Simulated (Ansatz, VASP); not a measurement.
One calculation of TiAl, two programs

```
Ti Al
1.0
     2.86726    0.00000    0.00000
    -1.43363    2.48312    0.00000
     0.00000    0.00000    4.60791
Ti Al
1 1
Cartesian
  0.0000 0.0000 0.0000
  0.0000 1.6554 2.3040
```

Change from the starting cell: strain +0.000 along x and y, -0.015 along z, atoms carried along.

Alike in both runs: task single point; functional PBEsol; k mesh 18 × 18 × 10; occupations gaussian, width 0.15 eV; no spin polarisation.

```csv
,VASP,Ansatz
version,VASP 6.6.1,Ansatz 0.2.0
potentials or method,"VASP PAW PBE potentials, release 64 (Ti_sv, Al), cutoff 520 eV","scalar-relativistic, plane waves, PAW"
valence electrons in the cell,15,15
```

Ansatz gave:

```
gap on the k mesh at the Fermi level (eV)                     : none
pressure (GPa)                                                : -1.1
traceless stress, the component that is largest in VASP (GPa) : 0.65
```

Problem. Which values does VASP return?

Solution. gap on the k mesh at the Fermi level (eV): none; pressure (GPa): -1.0; traceless stress, the component that is largest in VASP (GPa): 0.72.

VASP's potentials were made for PBE, not for PBEsol. A gap of «none» marks a metal or a gap that the smearing closes. With one functional, cell and mesh, what is left measures potentials, basis and numerics.
